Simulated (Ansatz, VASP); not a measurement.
# Two plane-wave programs on KBr

Contents of INCAR:

```
SYSTEM = KBr
ALGO = Normal
EDIFF = 1E-6
ENCUT = 520
GGA = PS
ISIF = 2
ISMEAR = 0
LASPH = .True.
LCHARG = .False.
LREAL = .False.
LWAVE = .False.
NBANDS = 15
NELM = 60
PREC = Accurate
SIGMA = 0.05
```

The input KPOINTS:

```
k-points
0
Gamma
  8 8 8
  0 0 0
```

Contents of POSCAR:

```
KBr
1.0
    1.2805179691      4.0244850458      4.0244850458
    4.0244850458      1.2805179691      4.0244850458
    4.0244850458      4.0244850458      1.2805179691
K Br
1 1
Direct
    0.0000000000      0.0000000000      0.0000000000
    0.5000000000      0.5000000000      0.5000000000
```

Input for Ansatz:

```yaml
crystal:
  lattice:
    - [1.2805179691, 4.0244850458, 4.0244850458]
    - [4.0244850458, 1.2805179691, 4.0244850458]
    - [4.0244850458, 4.0244850458, 1.2805179691]
  atoms:
    - { symbol: K, position: [0.0, 0.0, 0.0] }
    - { symbol: Br, position: [0.5, 0.5, 0.5] }
basis:
  ecutwfc: 420
kpoints:
  mp_grid: { grid: [8, 8, 8] }
hamiltonian:
  xc: pbesol
scf:
  occupations: { method: gaussian, width: 0.05 }
output:
  forces: true
  stress: true
  eigenvalues: true
```

Alike in both runs: task single point; functional PBEsol; k mesh 8 × 8 × 8; occupations gaussian, width 0.05 eV; no spin polarisation.

```csv
,VASP,Ansatz
version,VASP 6.6.1,Ansatz 0.2.0
potentials or method,"VASP PAW PBE potentials, release 64 (K_sv, Br), cutoff 520 eV","scalar-relativistic, plane waves, PAW"
valence electrons in the cell,16,16
```

|  | VASP | Ansatz | Ansatz less VASP |
| --- | --- | --- | --- |
| gap on the k mesh at the Fermi level (eV) | 1.43 | 1.44 | +0.004 |
| least direct gap on the mesh (eV) | 1.43 | 1.44 | +0.004 |
| pressure (GPa) | -1.1 | -1.2 | -0.03 |
| traceless stress, the component that is largest in VASP (GPa) | -4.63 | -4.64 | -0.009 |

VASP's potentials were made for PBE, not for PBEsol.
